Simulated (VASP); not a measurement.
SiRh3, 4 atoms in the cell. It takes space group I4/mmm (No. 139, tetragonal). Conventional cell: a = 3.790 Å, b = 3.790 Å, c = 7.339 Å, α = 90.00°, β = 90.00°, γ = 90.00°. Within 3.5 Å of Rh (site symmetry 4/mmm) lie 8 Rh at 2.64 Å and 4 Si at 2.68 Å. Rh (site symmetry -4m2) has 8 Rh at 2.64 to 2.68 Å and 4 Si at 2.64 Å within 3.5 Å. Within 3.5 Å of Si (site symmetry 4/mmm) lie 12 Rh at 2.64 to 2.68 Å. 

* Program: VASP 6.6.1
* Task: single point
* Functional: PBE
* Potentials or basis: VASP PAW PBE potentials, release 64 (Rh_pv, Si)
* Cutoff: 520 eV
* k mesh: 8 × 8 × 8
* Occupations: fermi-dirac, width 0.05 eV
* Spin: no spin polarisation
* Dipole correction: no
* Further INCAR settings: ALGO = Normal; EDIFF = 1e-07; NBANDS = 32

Potentials or basis: VASP PAW PBE potentials, release 64 (Rh_pv, Si).

Run with:

```console
$ cat potpaw_PBE.64/Rh_pv/POTCAR potpaw_PBE.64/Si/POTCAR > POTCAR
$ mpirun -np 1 vasp_std > vasp.out
```

Hardware: 1 thread of Intel(R) Xeon(R) Platinum 8259CL CPU @ 2.50GHz (Skylake/Cascade Lake), on a shared host.

**Question.** Estimate the wall time of this run.

**Answer.** Run time: 2.8 min on 1 thread of Intel(R) Xeon(R) Platinum 8259CL CPU @ 2.50GHz (Skylake/Cascade Lake) (shared host), peak memory 0.24 GiB. Counts: scf iterations 15, k points 59.
